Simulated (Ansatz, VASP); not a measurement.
## Two plane-wave programs on Mg2Sn

INCAR

```
SYSTEM = Mg2Sn
PREC = Accurate
ENCUT = 600
EDIFF = 1E-6
ISMEAR = -1
SIGMA = 0.02
LREAL = .False.
LASPH = .True.
NELM = 120
ALGO = Normal
ISIF = 2
LWAVE = .False.
LCHARG = .False.
GGA = PS
NBANDS = 16
GGA_COMPAT = .False.
```

File KPOINTS:

```
Automatic mesh
0
Gamma
  4 4 4
  0 0 0
```

POSCAR

```
Mg2Sn
1.0
    0.0000000000      3.3799352825      3.3799352825
    3.3799352825      0.0000000000      3.3799352825
    3.3799352825      3.3799352825      0.0000000000
Sn Mg
1 2
Direct
    0.0000000000      0.0000000000      0.0000000000
    0.2500000000      0.2500000000      0.2500000000
    0.7500000000      0.7500000000      0.7500000000
```

Input for Ansatz:

```yaml
crystal:
  lattice:
    - [0.0, 3.3799352825, 3.3799352825]
    - [3.3799352825, 0.0, 3.3799352825]
    - [3.3799352825, 3.3799352825, 0.0]
  atoms:
    - { symbol: Sn, position: [0.0, 0.0, 0.0] }
    - { symbol: Mg, position: [0.25, 0.25, 0.25] }
    - { symbol: Mg, position: [0.75, 0.75, 0.75] }
kpoints:
  mp_grid: { grid: [4, 4, 4] }
hamiltonian:
  xc: pbesol
scf:
  occupations: { method: fermi_dirac, width: 0.02 }
  n_extra_bands: 4
output:
  forces: true
  stress: true
  eigenvalues: true
accuracy: low
```

Alike in both runs: task single point; functional PBEsol; k mesh 4 × 4 × 4; occupations fermi-dirac, width 0.02 eV; no spin polarisation.

```csv
,VASP,Ansatz
version,VASP 6.6.1,Ansatz 0.2.0
potentials or method,"VASP PAW PBE potentials, release 64 (Sn_d, Mg)",plane waves
plane-wave cutoff (eV),600,420
valence electrons in the cell,18,34
```

|  | VASP | Ansatz | Ansatz less VASP |
| --- | --- | --- | --- |
| pressure (GPa) | -0.1 | -0.2 | -0.02 |

VASP's potentials were made for PBE, not for PBEsol. With one functional, cell and mesh, what is left measures potentials, basis and numerics. VASP's potentials hold 18 valence electrons a cell and Ansatz's 34, so a difference there can come from the potentials and not from the codes.

The k mesh is coarse, so the values compare programs but aren't converged.
